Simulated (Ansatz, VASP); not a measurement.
# ZrSi3 in VASP and in Ansatz

```
Zr Si
1.0
     3.98469    0.00000    0.00000
     0.00000    3.98469    0.00000
     0.00000    0.00000    3.98469
Zr Si
1 3
Direct
  0.00000 0.00000 0.00000
  0.00000 0.50000 0.50000
  0.50000 0.50000 0.00000
  0.50000 0.00000 0.50000
```

Alike in both runs: task single point; functional PBEsol; k mesh 8 × 8 × 8; occupations gaussian, width 0.05 eV; no spin polarisation.

```csv
,VASP,Ansatz
version,VASP 6.6.1,Ansatz 0.2.0
potentials or method,"VASP PAW PBE potentials, release 64 (Zr_sv, Si), cutoff 500 eV","scalar-relativistic, plane waves, PAW"
valence electrons in the cell,24,24
```

```tsv
	VASP	Ansatz	Ansatz less VASP
gap on the k mesh at the Fermi level (eV)	none	none	-
pressure (GPa)	-2.9	-3.0	-0.16
```

VASP's potentials were made for PBE, not for PBEsol. A gap of «none» marks a metal or a gap that the smearing closes.
